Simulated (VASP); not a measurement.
# H (Cmce) in VASP: further runs

H is run at these levels: PBE; tasks: single point.

Everything below comes from runs of VASP 6.6.1. Logs are shortened: lines on timing, memory, paths and dates and some standing lists are left out, and cuts for length are marked.

### 1 The cell of the first run

Symmetry: Cmce, No. 64, orthorhombic system. Conventional cell: a = 5.140 Å, b = 5.029 Å, c = 4.057 Å, α = 90.00°, β = 90.00°, γ = 90.00°. Within 1.0 Å of H (site symmetry m) lie 1 H at 0.73 Å.

### 2 Single point, PBE

INCAR reads:

```
SYSTEM = H
PREC = Accurate
ENCUT = 500
EDIFF = 1E-6
ISMEAR = 0
SIGMA = 0.01
LREAL = .False.
LASPH = .True.
NELM = 120
ALGO = Normal
ISIF = 2
LWAVE = .False.
LCHARG = .True.
GGA = PE
LELF = .True.
LVHAR = .True.
NBANDS = 10
GGA_COMPAT = .False.
```

KPOINTS reads:

```
Automatic mesh
0
Gamma
  5 5 4
  0 0 0
```

POSCAR reads:

```
H
1.0
    2.5699259163     -2.5145043041      0.0000000000
    2.5699259163      2.5145043041      0.0000000000
    0.0000000000      0.0000000000      4.0572673776
H
4
Direct
    0.9532956300      0.0467043700      0.0685088900
    0.4532956300      0.5467043700      0.4314911100
    0.5467043700      0.4532956300      0.5685088900
    0.0467043700      0.9532956300      0.9314911100
```

Potentials or basis: VASP PAW PBE potentials, release 64 (H).

Run with:

```console
$ cat potpaw_PBE.64/H/POTCAR > POTCAR
$ mpirun -np 1 vasp_std > vasp.out
```

OUTCAR:

```text
SYSTEM = H
   PREC = Accurate
   ENCUT = 500
   EDIFF = 1E-6
   ISMEAR = 0
   LREAL = .False.
   LASPH = .True.
   NELM = 120
   ISIF = 2
   GGA = PE

 ion  position               nearest neighbor table
   1  0.953  0.047  0.069-   4 0.73
   2  0.453  0.547  0.431-   3 0.73
   3  0.547  0.453  0.569-   2 0.73
   4  0.047  0.953  0.931-   1 0.73

  LATTYP: Found a base centered orthorhombic cell.
 ALAT       =     5.0290086082
 B/A-ratio  =     1.0220407705
 C/A-ratio  =     0.8067728043

  Lattice vectors:

 A1 = (  -2.5699259163,  -2.5145043041,   0.0000000000)
 A2 = (   2.5699259163,  -2.5145043041,   0.0000000000)
 A3 = (   0.0000000000,   0.0000000000,   4.0572673776)

Analysis of symmetry for initial positions (statically):
=====================================================================
 Subroutine PRICEL returns:
 Original cell was already a primitive cell.

 Routine SETGRP: Setting up the symmetry group for a
 base centered orthorhombic supercell.

 Subroutine GETGRP returns: Found  8 space group operations
 (whereof  4 operations were pure point group operations)
 out of a pool of  8 trial point group operations.

The static configuration has the point symmetry C_2h.
 The point group associated with its full space group is D_2h.

Analysis of symmetry for dynamics (positions and initial velocities):
=====================================================================
 Subroutine PRICEL returns:
 Original cell was already a primitive cell.

 Routine SETGRP: Setting up the symmetry group for a
 base centered orthorhombic supercell.

 Subroutine GETGRP returns: Found  8 space group operations
 (whereof  4 operations were pure point group operations)
 out of a pool of  8 trial point group operations.

The dynamic configuration has the point symmetry C_2h.
 The point group associated with its full space group is D_2h.

 Subroutine INISYM returns: Found  8 space group operations
 (whereof  4 operations are pure point group operations),
 and found     1 'primitive' translations

----------------------------------------------------------------------------------------

                                     Primitive cell

  volume of cell :      52.4369

  direct lattice vectors                    reciprocal lattice vectors
     2.569925916 -2.514504304  0.000000000     0.194558138 -0.198846349  0.000000000
     2.569925916  2.514504304  0.000000000     0.194558138  0.198846349  0.000000000
     0.000000000  0.000000000  4.057267378     0.000000000  0.000000000  0.246471309

  length of vectors
     3.595448666  3.595448666  4.057267378     0.278195506  0.278195506  0.246471309

  position of ions in fractional coordinates (direct lattice)
     0.953295630  0.046704370  0.068508890
     0.453295630  0.546704370  0.431491110
     0.546704370  0.453295630  0.568508890
     0.046704370  0.953295630  0.931491110

  ion indices of the primitive-cell ions
   primitive index   ion index
                 1           1
                 2           2
                 3           3
                 4           4

----------------------------------------------------------------------------------------

 KPOINTS: Automatic mesh

Automatic generation of k-mesh.
 Grid dimensions read from file:
 generate k-points for:    5    5    4

 Generating k-lattice:

  Cartesian coordinates                     Fractional coordinates (reciprocal lattice)
     0.038911628 -0.039769270  0.000000000     0.200000000 -0.000000000  0.000000000
     0.038911628  0.039769270  0.000000000    -0.000000000  0.200000000  0.000000000
     0.000000000  0.000000000  0.061617827     0.000000000  0.000000000  0.250000000

  Length of vectors
     0.055639101  0.055639101  0.061617827

  Shift w.r.t. Gamma in fractional coordinates (k-lattice)
     0.000000000  0.000000000  0.000000000

 Subroutine IBZKPT returns following result:
 ===========================================

 Found     27 irreducible k-points:

 Following reciprocal coordinates:
            Coordinates               Weight
  0.000000  0.000000  0.000000      1.000000
  0.200000  0.000000  0.000000      4.000000
  0.400000  0.000000  0.000000      4.000000
  0.200000  0.200000  0.000000      2.000000
  0.400000  0.200000  0.000000      4.000000
 -0.400000  0.200000  0.000000      4.000000
[... 16 lines left out ...]
  0.400000  0.200000  0.500000      4.000000
 -0.400000  0.200000  0.500000      4.000000
 [... further k-points ...]
   k-points           NKPTS =     27   k-points in BZ     NKDIM =     27   number of bands    NBANDS=     10
   number of dos      NEDOS =    301   number of ions     NIONS =      4
   total plane-waves  NPLWV =  23520
   dimension x,y,z NGX =    28 NGY =   28 NGZ =   30
   dimension x,y,z NGXF=    56 NGYF=   56 NGZF=   60
   ions per type =               4
   NGX,Y,Z   is equivalent  to a cutoff of  12.95, 12.95, 12.29 a.u.
   NGXF,Y,Z  is equivalent  to a cutoff of  25.89, 25.89, 24.58 a.u.
 SYSTEM =  H
   PREC   = accura    normal or accurate (medium, high low for compatibility)
   ISTART =      0    job   : 0-new  1-cont  2-samecut
   ICHARG =      2    charge: 1-file 2-atom 10-const
   ISPIN  =      1    spin polarized calculation?
   LNONCOLLINEAR =      F non collinear calculations
   LSORBIT =      F    spin-orbit coupling
   LASPH  =      T    aspherical Exc in radial PAW
   ENCUT  =  500.0 eV  36.75 Ry    6.06 a.u.   6.56  6.56  7.40*2*pi/ulx,y,z
   NELM   =    120;   NELMIN=  2; NELMDL= -5     # of ELM steps
   EDIFF  = 0.1E-05   stopping-criterion for ELM
   LREAL  =      F    real-space projection
   EDIFFG = 0.1E-04   stopping-criterion for IOM
   NSW    =      0    number of steps for IOM
   IBRION =     -1    ionic relax: 0-MD 1-quasi-New 2-CG
   NFREE  =      0    steps in history (QN), initial steepest desc. (CG)
   ISIF   =      2    stress and relaxation
   ISYM   =      2    0-nonsym 1-usesym 2-fastsym
   POTIM  = 0.5000    time-step for ionic-motion
   TEBEG  =    0.0;   TEEND  =   0.0 temperature during run
   PSTRESS=    0.0 pullay stress
   NELECT =       4.0000    total number of electrons
   NUPDOWN=      -1.0000    fix difference up-down
   EMIN   =  10.00;   EMAX   =-10.00  energy-range for DOS
   EFERMI =   0.00;   METHOD = LEGACY
   ISMEAR =     0;   SIGMA  =   0.01  broadening in eV -4-tet -1-fermi 0-gaus
   EFERMI_NEDOS =   21; number of points for ismear=-14 and -15
   IALGO  =     38    algorithm
   IMIX   =      4    mixing-type and parameters
     AMIX     =   0.40;   BMIX     =  1.00
     AMIX_MAG =   1.60;   BMIX_MAG =  1.00
  volume/ion in A,a.u.               =      13.11        88.47
  Fermi-wavevector in a.u.,A,eV,Ry     =   0.694303  1.312043  6.558786  0.482057
  Thomas-Fermi vector in A             =   1.776759
   LORBIT       =      0    0 simple, 1 ext, 2 COOP (PROOUT), +10 PAW based schemes
   GGA     = PE    functional components
   LHFCALC =     F    Hartree Fock is set to
   AEXX    =    0.0000 exact exchange contribution
   IVDW    =     0    specifies the selected vdW correction
   LEPSILON=     F    determine dielectric tensor
   LRPA    =     F    only Hartree local field effects (RPA)
 non-spin polarized calculation
 Gauss-broadening in eV      SIGMA  =   0.01
  energy-cutoff  :      500.00
  volume of cell :       52.44
 maximum number of plane-waves:      1342
 NGX is ok and might be reduce to    28
   NGX = 13   NGY = 13   NGZ = 15

 number of electron       3.9999996 magnetization

 Free energy of the ion-electron system (eV)
  ---------------------------------------------------
  ext. energy  EPLUGINS =         0.00000000
  ---------------------------------------------------
  free energy    TOTEN  =       -13.55626280 eV

  energy without entropy =      -13.55626280  energy(sigma->0) =      -13.55626280

 E-fermi :  -8.4674     XC(G=0):  -5.0553

 val. band max:       -8.5223943969   @ k =   0.0000   0.0000   0.0000
 cond. band min:       0.9471021820   @ k =   0.4000   0.0000   0.5000
 fundamental gap:      9.4694965789
 Fermi energy:        -8.4673619829

 k-point     1 :       0.0000    0.0000    0.0000
  band No.  band energies     occupation
      1     -10.4732      2.00000
      2      -8.5224      2.00000
      3       3.0889      0.00000
      4       4.4741      0.00000
      5       4.9464      0.00000
      6       7.0527      0.00000
      7       7.3236      0.00000
      8       8.8568      0.00000
      9      11.1016      0.00000
     10      11.9373      0.00000

 k-point     2 :       0.2000    0.0000    0.0000
  band No.  band energies     occupation
      1     -10.2497      2.00000
      2      -8.6383      2.00000
      3       3.2213      0.00000
      4       3.7603      0.00000
      5       4.1860      0.00000
      6       6.4272      0.00000
      7       8.1584      0.00000
      8       9.8065      0.00000
      9      11.7074      0.00000
     10      12.1678      0.00000

 k-point     3 :       0.4000    0.0000    0.0000
  band No.  band energies     occupation
      1      -9.6780      2.00000
      2      -9.0406      2.00000
      3       2.5802      0.00000
      4       2.6788      0.00000
      5       4.9704      0.00000
      6       6.3946      0.00000
      7       8.6729      0.00000
      8       9.6349      0.00000
      9      10.0826      0.00000
     10      11.8422      0.00000

 k-point     4 :       0.2000    0.2000    0.0000
  band No.  band energies     occupation
      1     -10.0700      2.00000
      2      -8.6777      2.00000
      3       2.9838      0.00000
      4       3.5601      0.00000
      5       3.8366      0.00000
      6       5.7287      0.00000
      7       9.1566      0.00000
      8      10.8170      0.00000
      9      11.1973      0.00000
     10      11.6044      0.00000
[... 222 lines left out ...]
 k-point    22 :       0.2000    0.2000    0.5000
  band No.  band energies     occupation
      1      -9.3069      2.00000
      2      -9.3069      2.00000
      3       1.7898      0.00000
      4       1.7898      0.00000
      5       5.4953      0.00000
      6       5.4953      0.00000
      7      10.7701      0.00000
      8      10.7701      0.00000
      9      11.2777      0.00000
     10      11.2777      0.00000

 k-point    23 :       0.4000    0.2000    0.5000
  band No.  band energies     occupation
      1      -9.1437      2.00000
      2      -9.1437      2.00000
      3       1.3901      0.00000
      4       1.3901      0.00000
      5       5.3709      0.00000
      6       5.3709      0.00000
      7       8.4691      0.00000
      8       8.4691      0.00000
      9      12.4329      0.00000
     10      12.4329      0.00000

 k-point    24 :      -0.4000    0.2000    0.5000
  band No.  band energies     occupation
      1      -9.1393      2.00000
      2      -9.1393      2.00000
      3       1.2476      0.00000
      4       1.2476      0.00000
      5       5.7764      0.00000
      6       5.7764      0.00000
      7       8.3196      0.00000
      8       8.3196      0.00000
      9      11.9656      0.00000
     10      11.9656      0.00000

 [... further k-points ...]
[... 5 lines left out ...]
  --------------------------------------------------------------------------------------
  -------------------------------------------------------------------------------------
  Total       -0.0137890      0.4665452      0.6855277      0.0000000     -0.0000000      0.0000000
  in kB       -0.4213138     14.2550171     20.9458979      0.0000000     -0.0000000      0.0000000
  external PRESSURE =      11.5932004 kB  Pullay stress =       0.0000000 kB

 VOLUME and BASIS-vectors are now :
 -----------------------------------------------------------------------------
  energy-cutoff  :      500.00
  volume of cell :       52.44
      direct lattice vectors                 reciprocal lattice vectors
     2.569925916 -2.514504304  0.000000000     0.194558138 -0.198846349  0.000000000
     2.569925916  2.514504304  0.000000000     0.194558138  0.198846349  0.000000000
     0.000000000  0.000000000  4.057267378     0.000000000  0.000000000  0.246471309

 POSITION                                       TOTAL-FORCE (eV/Angst)
 -----------------------------------------------------------------------------------
      2.56993     -2.27963      0.27796         0.000000      0.535130      0.633610
      2.56993      0.23488      1.75067         0.000000      0.535130     -0.633610
      2.56993     -0.23488      2.30659         0.000000     -0.535130      0.633610
      2.56993      2.27963      3.77931         0.000000     -0.535130     -0.633610
 -----------------------------------------------------------------------------------
    total drift:                                0.000000     -0.000000     -0.000000

  FREE ENERGIE OF THE ION-ELECTRON SYSTEM (eV)
  ---------------------------------------------------
  free  energy   TOTEN  =       -13.5562627994 eV

  energy  without entropy=      -13.5562627994  energy(sigma->0) =      -13.55626280
```

Run time: 14 s. Hardware: 1 thread of Intel Xeon Platinum 8488C (Sapphire Rapids), shared host; peak memory 0.14 GiB.

What came out:

```yaml
Free_energy: -13.5563 eV
Pressure: 1.2 GPa
Largest_force: 0.829 eV/Å
Band_gap_on_the_k_mesh: 9.47 eV, indirect (least direct gap 10.17 eV)
```

Forces on the atoms (eV/Å):
```
H    0.000  0.535  0.634
H    0.000  0.535 -0.634
H    0.000 -0.535  0.634
H    0.000 -0.535 -0.634
```

### 3 Single point, PBE

This run uses another cell than the first one, of 13.39 Å³/atom, 1.021 times its volume.

INCAR reads:

```
SYSTEM = H
PREC = Accurate ; ENCUT = 500
EDIFF = 1E-6 ; ISMEAR = 0
SIGMA = 0.01 ; LREAL = .FALSE.
LASPH = .TRUE. ; NELM = 120
ALGO = Normal ; ISIF = 2
LWAVE = .FALSE. ; LCHARG = .FALSE.
GGA = PE ; NBANDS = 10
GGA_COMPAT = .FALSE.
```

KPOINTS reads:

```
regular mesh
0
G
  5 5 4
  0 0 0
```

POSCAR reads:

```
H
1.0
    2.5880245825     -2.5322126643      0.0000000000
    2.5880245825      2.5322126643      0.0000000000
    0.0000000000      0.0000000000      4.0858406245
H
4
Direct
    0.9532956300      0.0467043700      0.0685088900
    0.4532956300      0.5467043700      0.4314911100
    0.5467043700      0.4532956300      0.5685088900
    0.0467043700      0.9532956300      0.9314911100
```

Potentials or basis: VASP PAW PBE potentials, release 64 (H).

Run with:

```console
$ cat potpaw_PBE.64/H/POTCAR > POTCAR
$ mpirun -np 1 vasp_std > vasp.out
```

Run time: 13 s. Hardware: 1 thread of Intel Xeon Platinum 8488C (Sapphire Rapids), shared host; peak memory 0.14 GiB.

Results (log left out):

```yaml
Free_energy: -13.5648 eV
Pressure: 0.8 GPa
Largest_force: 0.631 eV/Å
Band_gap_on_the_k_mesh: 9.44 eV, indirect (least direct gap 10.12 eV)
```

Forces in eV/Å, atoms in the order of the input:
```
H    0.000  0.407  0.482
H    0.000  0.407 -0.482
H    0.000 -0.407  0.482
H    0.000 -0.407 -0.482
```

Stress tensor (GPa, compression positive):
```
-0.06  0.00  0.00
 0.00  1.02  0.00
 0.00  0.00  1.54
```

Levels at points of the mesh, in eV from the valence-band top:
| k point | band 1 | band 2 | band 3 | band 4 | band 5 | band 6 | band 7 |
| --- | --- | --- | --- | --- | --- | --- | --- |
| (0.00, 0.00, 0.00) | -1.89 | 0.00 | 11.54 | 12.88 | 13.36 | 15.47 | 15.75 |
| (0.00, 0.00, 0.50) | -0.95 | -0.95 | 10.63 | 10.63 | 15.92 | 15.92 | 17.60 |

A k mesh can miss the band edges. PBE gaps usually lie below the measured ones, often by a third to a half.

[end of part 1 of 2]
